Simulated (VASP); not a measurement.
# C (Fmmm) in VASP: notebook

The runs below take C through single point, with PBE.

Everything below comes from runs of VASP 6.6.1. Logs are shortened: lines on timing, memory, paths and dates and some standing lists are left out, and cuts for length are marked.

## Step 1: The cell of the first run

The structure is orthorhombic, space group Fmmm (No. 69). Conventional cell: a = 2.456 Å, b = 4.254 Å, c = 6.696 Å, α = 90.00°, β = 90.00°, γ = 90.00°. Within 1.9 Å of C (site symmetry m2m) lie 3 C at 1.42 Å.

## Step 2: Single point, PBE

INCAR reads:

```
SYSTEM = C
PREC     = Accurate       ! precision mode
ENCUT    = 520            ! plane-wave cutoff, eV
EDIFF    = 1E-7           ! SCF threshold, eV
ISMEAR   = 0              ! smearing method
SIGMA    = 0.02           ! smearing width, eV
LREAL    = .False.        ! projectors in reciprocal space
LASPH    = .True.         ! aspherical terms in the spheres
NELM     = 80             ! most SCF steps
ALGO     = Normal         ! electronic algorithm
ISIF     = 2              ! what is computed and relaxed
LWAVE    = .False.        ! write WAVECAR
LCHARG   = .True.         ! write CHGCAR
GGA      = PE             ! functional
LELF     = .True.         ! ELF
LVHAR    = .True.       
NBANDS   = 11             ! bands
```

KPOINTS reads:

```
Automatic mesh
0
Gamma
  10 10 10
  0 0 0
```

POSCAR reads:

```
C
1.0
    0.0000000000      2.1270000000      3.3480000000
    1.2280000000      0.0000000000      3.3480000000
    1.2280000000      2.1270000000      0.0000000000
C
2
Direct
    0.1666700000      0.8333300000      0.1666700000
    0.8333300000      0.1666700000      0.8333300000
```

Potentials or basis: VASP PAW PBE potentials, release 64 (C).

Launch:

```console
> cat potpaw_PBE.64/C/POTCAR > POTCAR
> mpirun -np 1 vasp_std > vasp.out
```

OUTCAR:

```text
SYSTEM = C
   PREC = Accurate
   ENCUT = 520
   EDIFF = 1E-7
   ISMEAR = 0
   LREAL = .False.
   LASPH = .True.
   NELM = 80
   ISIF = 2
   GGA = PE

 ion  position               nearest neighbor table
   1  0.167  0.833  0.167-   2 1.42   2 1.42   2 1.42
   2  0.833  0.167  0.833-   1 1.42   1 1.42   1 1.42

  LATTYP: Found a face centered orthorhombic cell.
 ALAT       =     2.4560000000
 B/A-ratio  =     1.7320846906
 C/A-ratio  =     2.7263843648

  Lattice vectors:

 A1 = (   0.0000000000,   2.1270000000,   3.3480000000)
 A2 = (   1.2280000000,   0.0000000000,   3.3480000000)
 A3 = (   1.2280000000,   2.1270000000,   0.0000000000)

Analysis of symmetry for initial positions (statically):
=====================================================================
 Subroutine PRICEL returns:
 Original cell was already a primitive cell.

 Routine SETGRP: Setting up the symmetry group for a
 face centered orthorhombic supercell.

 Subroutine GETGRP returns: Found  8 space group operations
 (whereof  8 operations were pure point group operations)
 out of a pool of  8 trial point group operations.

The static configuration has the point symmetry D_2h.

Analysis of symmetry for dynamics (positions and initial velocities):
=====================================================================
 Subroutine PRICEL returns:
 Original cell was already a primitive cell.

 Routine SETGRP: Setting up the symmetry group for a
 face centered orthorhombic supercell.

 Subroutine GETGRP returns: Found  8 space group operations
 (whereof  8 operations were pure point group operations)
 out of a pool of  8 trial point group operations.

The dynamic configuration has the point symmetry D_2h.

 Subroutine INISYM returns: Found  8 space group operations
 (whereof  8 operations are pure point group operations),
 and found     1 'primitive' translations

----------------------------------------------------------------------------------------

                                     Primitive cell

  volume of cell :      17.4897

  direct lattice vectors                    reciprocal lattice vectors
     0.000000000  2.127000000  3.348000000    -0.407166124  0.235072873  0.149342891
     1.228000000  0.000000000  3.348000000     0.407166124 -0.235072873  0.149342891
     1.228000000  2.127000000  0.000000000     0.407166124  0.235072873 -0.149342891

  length of vectors
     3.966513961  3.566102635  2.456036034     0.493301943  0.493301943  0.493301943

  position of ions in fractional coordinates (direct lattice)
     0.166670000  0.833330000  0.166670000
     0.833330000  0.166670000  0.833330000

  ion indices of the primitive-cell ions
   primitive index   ion index
                 1           1
                 2           2

----------------------------------------------------------------------------------------

 KPOINTS: Automatic mesh

Automatic generation of k-mesh.
 Grid dimensions read from file:
 generate k-points for:   10   10   10

 Generating k-lattice:

  Cartesian coordinates                     Fractional coordinates (reciprocal lattice)
    -0.040716612  0.023507287  0.014934289     0.100000000  0.000000000  0.000000000
     0.040716612 -0.023507287  0.014934289     0.000000000  0.100000000  0.000000000
     0.040716612  0.023507287 -0.014934289     0.000000000  0.000000000  0.100000000

  Length of vectors
     0.049330194  0.049330194  0.049330194

  Shift w.r.t. Gamma in fractional coordinates (k-lattice)
     0.000000000  0.000000000  0.000000000

 Subroutine IBZKPT returns following result:
 ===========================================

 Found    171 irreducible k-points:

 Following reciprocal coordinates:
            Coordinates               Weight
  0.000000  0.000000  0.000000      1.000000
  0.100000  0.000000 -0.000000      8.000000
  0.200000  0.000000 -0.000000      8.000000
  0.300000 -0.000000 -0.000000      8.000000
  0.400000  0.000000  0.000000      8.000000
  0.500000 -0.000000  0.000000      4.000000
[... 16 lines left out ...]
  0.300000  0.300000  0.000000      2.000000
  0.400000  0.300000 -0.000000      8.000000
 [... further k-points ...]
   k-points           NKPTS =    171   k-points in BZ     NKDIM =    171   number of bands    NBANDS=     11
   number of dos      NEDOS =    301   number of ions     NIONS =      2
   total plane-waves  NPLWV =  15120
   dimension x,y,z NGX =    30 NGY =   28 NGZ =   18
   dimension x,y,z NGXF=    60 NGYF=   56 NGZF=   36
   ions per type =               2
   NGX,Y,Z   is equivalent  to a cutoff of  12.57, 13.05, 12.18 a.u.
   NGXF,Y,Z  is equivalent  to a cutoff of  25.15, 26.11, 24.37 a.u.
 SYSTEM =  C
   PREC   = accura    normal or accurate (medium, high low for compatibility)
   ISTART =      0    job   : 0-new  1-cont  2-samecut
   ICHARG =      2    charge: 1-file 2-atom 10-const
   ISPIN  =      1    spin polarized calculation?
   LNONCOLLINEAR =      F non collinear calculations
   LSORBIT =      F    spin-orbit coupling
   LASPH  =      T    aspherical Exc in radial PAW
   ENCUT  =  520.0 eV  38.22 Ry    6.18 a.u.   7.38  6.63  4.57*2*pi/ulx,y,z
   NELM   =     80;   NELMIN=  2; NELMDL= -5     # of ELM steps
   EDIFF  = 0.1E-06   stopping-criterion for ELM
   LREAL  =      F    real-space projection
   EDIFFG = 0.1E-05   stopping-criterion for IOM
   NSW    =      0    number of steps for IOM
   IBRION =     -1    ionic relax: 0-MD 1-quasi-New 2-CG
   NFREE  =      0    steps in history (QN), initial steepest desc. (CG)
   ISIF   =      2    stress and relaxation
   ISYM   =      2    0-nonsym 1-usesym 2-fastsym
   POTIM  = 0.5000    time-step for ionic-motion
   TEBEG  =    0.0;   TEEND  =   0.0 temperature during run
   PSTRESS=    0.0 pullay stress
   NELECT =       8.0000    total number of electrons
   NUPDOWN=      -1.0000    fix difference up-down
   EMIN   =  10.00;   EMAX   =-10.00  energy-range for DOS
   EFERMI =   0.00;   METHOD = LEGACY
   ISMEAR =     0;   SIGMA  =   0.02  broadening in eV -4-tet -1-fermi 0-gaus
   EFERMI_NEDOS =   21; number of points for ismear=-14 and -15
   IALGO  =     38    algorithm
   IMIX   =      4    mixing-type and parameters
     AMIX     =   0.40;   BMIX     =  1.00
     AMIX_MAG =   1.60;   BMIX_MAG =  1.00
  volume/ion in A,a.u.               =       8.74        59.01
  Fermi-wavevector in a.u.,A,eV,Ry     =   1.261376  2.383654 21.647797  1.591068
  Thomas-Fermi vector in A             =   2.394838
   LORBIT       =      0    0 simple, 1 ext, 2 COOP (PROOUT), +10 PAW based schemes
   GGA     = PE    functional components
   LHFCALC =     F    Hartree Fock is set to
   AEXX    =    0.0000 exact exchange contribution
   IVDW    =     0    specifies the selected vdW correction
   LEPSILON=     F    determine dielectric tensor
   LRPA    =     F    only Hartree local field effects (RPA)
 non-spin polarized calculation
 Gauss-broadening in eV      SIGMA  =   0.02
  energy-cutoff  :      520.00
  volume of cell :       17.49
 maximum number of plane-waves:       499
 NGX is ok and might be reduce to    30
   NGX = 15   NGY = 13   NGZ =  9

 number of electron       8.0000000 magnetization

 Free energy of the ion-electron system (eV)
  ---------------------------------------------------
  ext. energy  EPLUGINS =         0.00000000
  ---------------------------------------------------
  free energy    TOTEN  =       -18.41844885 eV

  energy without entropy =      -18.41844885  energy(sigma->0) =      -18.41844885

 E-fermi :   4.4647     XC(G=0): -10.3571

 val. band max:        4.2662991417   @ k =   0.4000  -0.2000   0.3000
 cond. band min:       5.1772994707   @ k =   0.0000   0.3000   0.3000
 fundamental gap:      0.9110003290
 Fermi energy:         4.4647360722

 k-point     1 :       0.0000    0.0000    0.0000
  band No.  band energies     occupation
      1     -14.9762      2.00000
      2      -1.8476      2.00000
      3       1.7569      2.00000
      4       1.7810      2.00000
      5       9.0266      0.00000
      6      13.1658      0.00000
      7      13.2387      0.00000
      8      16.2900      0.00000
      9      17.6340      0.00000
     10      27.5444      0.00000
     11      30.5396      0.00000

 k-point     2 :       0.1000    0.0000   -0.0000
  band No.  band energies     occupation
      1     -14.7290      2.00000
      2      -1.6343      2.00000
      3       0.8603      2.00000
      4       1.2837      2.00000
      5       9.4395      0.00000
      6      13.3026      0.00000
      7      14.1836      0.00000
      8      15.4243      0.00000
      9      18.0945      0.00000
     10      28.1870      0.00000
     11      28.4648      0.00000

 k-point     3 :       0.2000    0.0000   -0.0000
  band No.  band energies     occupation
      1     -13.9934      2.00000
      2      -1.3209      2.00000
      3      -0.9897      2.00000
      4       0.2561      2.00000
      5      10.6457      0.00000
      6      13.1625      0.00000
      7      13.2361      0.00000
      8      16.7219      0.00000
      9      19.5275      0.00000
     10      25.1647      0.00000
     11      29.2560      0.00000

 k-point     4 :       0.3000   -0.0000   -0.0000
  band No.  band energies     occupation
      1     -12.7871      2.00000
      2      -3.9509      2.00000
      3      -0.7430      2.00000
      4       0.0809      2.00000
      5      10.4104      0.00000
      6      12.4335      0.00000
      7      12.9887      0.00000
      8      20.0433      0.00000
      9      21.1873      0.00000
     10      23.1123      0.00000
     11      27.7634      0.00000

 k-point     5 :       0.4000    0.0000    0.0000
  band No.  band energies     occupation
      1     -11.1503      2.00000
      2      -6.5584      2.00000
      3      -1.4182      2.00000
      4       1.4653      2.00000
      5       7.7912      0.00000
      6      12.3864      0.00000
      7      15.1824      0.00000
      8      20.2781      0.00000
      9      23.3184      0.00000
     10      23.7379      0.00000
     11      26.7993      0.00000
[... 211 lines left out ...]
 k-point    21 :      -0.3000    0.2000    0.0000
  band No.  band energies     occupation
      1      -9.5347      2.00000
      2      -8.5096      2.00000
      3      -1.6534      2.00000
      4       2.2971      2.00000
      5       6.6366      0.00000
      6      12.2751      0.00000
      7      16.2205      0.00000
      8      19.4065      0.00000
      9      24.9202      0.00000
     10      24.9356      0.00000
     11      26.2925      0.00000

 k-point    22 :      -0.2000    0.2000    0.0000
  band No.  band energies     occupation
      1     -11.2282      2.00000
      2      -6.5013      2.00000
      3      -1.4181      2.00000
      4       1.9821      2.00000
      5       7.5580      0.00000
      6      12.3728      0.00000
      7      13.7157      0.00000
      8      20.7737      0.00000
      9      23.3224      0.00000
     10      23.7317      0.00000
     11      26.7780      0.00000

 k-point    23 :       0.3000    0.3000    0.0000
  band No.  band energies     occupation
      1     -14.7819      2.00000
      2      -3.2272      2.00000
      3       1.7569      2.00000
      4       1.7649      2.00000
      5      12.6178      0.00000
      6      13.1702      0.00000
      7      13.1881      0.00000
      8      16.3862      0.00000
      9      17.5405      0.00000
     10      26.3045      0.00000
     11      27.3178      0.00000

 k-point    24 :       0.4000    0.3000   -0.0000
  band No.  band energies     occupation
      1     -14.5016      2.00000
      2      -3.1886      2.00000
      3       0.8274      2.00000
      4       1.2835      2.00000
      5      13.2092      0.00000
      6      13.8568      0.00000
      7      14.1808      0.00000
      8      15.6253      0.00000
      9      17.9388      0.00000
     10      25.2592      0.00000
     11      27.9393      0.00000

 [... further k-points ...]

------------------------ aborting loop because EDIFF is reached ----------------------------------------

  FORCE on cell =-STRESS in cart. coord.  units (eV):
  Direction    XX          YY          ZZ          XY          YZ          ZX
  --------------------------------------------------------------------------------------
  -------------------------------------------------------------------------------------
  Total        0.6457562      0.5640358      0.4453719      0.0000000      0.0000000      0.0000000
  in kB       59.1558747     51.6697052     40.7992401      0.0000000      0.0000000      0.0000000
  external PRESSURE =      50.5416067 kB  Pullay stress =       0.0000000 kB

 VOLUME and BASIS-vectors are now :
 -----------------------------------------------------------------------------
  energy-cutoff  :      520.00
  volume of cell :       17.49
      direct lattice vectors                 reciprocal lattice vectors
     0.000000000  2.127000000  3.348000000    -0.407166124  0.235072873  0.149342891
     1.228000000  0.000000000  3.348000000     0.407166124 -0.235072873  0.149342891
     1.228000000  2.127000000  0.000000000     0.407166124  0.235072873 -0.149342891

 POSITION                                       TOTAL-FORCE (eV/Angst)
 -----------------------------------------------------------------------------------
      1.22800      0.70901      3.34800         0.000000     -0.015578      0.000000
      1.22800      3.54499      3.34800         0.000000      0.015578      0.000000
 -----------------------------------------------------------------------------------
    total drift:                               -0.000000     -0.000000     -0.000000

  FREE ENERGIE OF THE ION-ELECTRON SYSTEM (eV)
  ---------------------------------------------------
  free  energy   TOTEN  =       -18.4184488489 eV

  energy  without entropy=      -18.4184488489  energy(sigma->0) =      -18.41844885
```

Wall time 17 s (1 thread of Intel Xeon 6975P-C (Granite Rapids), shared host); peak memory 0.15 GiB.

Results:

```yaml
Free_energy: -18.4184 eV
Pressure: 5.1 GPa
Largest_force: 0.016 eV/Å
```

Forces in eV/Å, atoms in the order of the input:
```
C    0.000 -0.016  0.000
C    0.000  0.016  0.000
```

Caveat: the cell stands under pressure; this functional lacks dispersion, which binds layers or chains, so the pressure and a relaxed spacing across them are unreliable.

## Step 3: Single point, PBE

INCAR reads:

```
PREC     = Accurate       # precision mode
ENCUT    = 520            # plane-wave cutoff, eV
EDIFF    = 1E-6           # SCF threshold, eV
ISMEAR   = 0              # smearing method
SIGMA    = 0.02           # smearing width, eV
LREAL    = False          # projectors in reciprocal space
LASPH    = True           # aspherical terms in the spheres
NELM     = 80             # most SCF steps
ALGO     = Normal         # electronic algorithm
ISIF     = 2              # what is computed and relaxed
LWAVE    = False          # write WAVECAR
LCHARG   = False          # write CHGCAR
GGA      = PE             # functional
NBANDS   = 11             # bands
```

KPOINTS reads:

```
regular mesh
0
Gamma
  12 12 12
```

POSCAR is that of step 2.

Potentials or basis: VASP PAW PBE potentials, release 64 (C).

Launch:

```console
> cat potpaw_PBE.64/C/POTCAR > POTCAR
> mpirun -np 1 vasp_std > vasp.out
```

Run time: 21 s. Hardware: 1 thread of Intel Xeon 6975P-C (Granite Rapids), shared host; peak memory 0.16 GiB.

It converged, with:

| Property | Result |
| --- | --- |
| Free energy | -18.4136 eV |
| Pressure | 5.0 GPa |
| Largest force | 0.008 eV/Å |

Forces in eV/Å, atoms in the order of the input:
```
C    0.000  0.008  0.000
C    0.000 -0.008  0.000
```

Stress tensor (GPa, compression positive):
```
5.96 0.00 0.00
0.00 5.43 0.00
0.00 0.00 3.72
```

Caveat: the cell stands under pressure; this functional lacks dispersion, which binds layers or chains, so the pressure and a relaxed spacing across them are unreliable.
